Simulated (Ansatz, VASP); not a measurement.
# KMgPd3: VASP beside Ansatz

```
K Mg Pd
1.0
     3.52846    0.00000    0.00000
     0.00000    3.52846    0.00000
     0.00000    0.00000    9.14681
K Mg Pd
1 1 3
Direct
  0.50000 0.50000 0.50000
  0.00000 0.00000 0.00000
  0.00000 0.00000 0.73567
  0.00000 0.00000 0.26433
  0.50000 0.50000 0.00000
```

Alike in both runs: task relaxation of cell and atoms; functional PBE; k mesh 10 × 10 × 4; occupations gaussian, width 0.1 eV; no spin polarisation.

|  | VASP | Ansatz |
| --- | --- | --- |
| version | VASP 6.6.1 | Ansatz 0.2.0 |
| potentials or method | VASP PAW PBE potentials, release 64 (K_sv, Mg, Pd), cutoff 600 eV | scalar-relativistic, plane waves, PAW |
| valence electrons in the cell | 41 | 73 |

Ansatz gave:

| Property | Result |
| --- | --- |
| gap on the k mesh at the Fermi level, each at its own relaxed structure (eV) | none |
| relaxed volume (Å³/atom) | 22.60 |
| relaxed length of the cell vector where the two differ most in proportion (Å) | 9.155 |

Question: Estimate VASP's values.

Answer: gap on the k mesh at the Fermi level, each at its own relaxed structure (eV): none; relaxed volume (Å³/atom): 22.64; relaxed length of the cell vector where the two differ most in proportion (Å): 9.177.

A gap of «none» marks a metal or a gap that the smearing closes. VASP's potentials hold 41 valence electrons a cell and Ansatz's 73, so a difference there can come from the potentials and not from the codes.
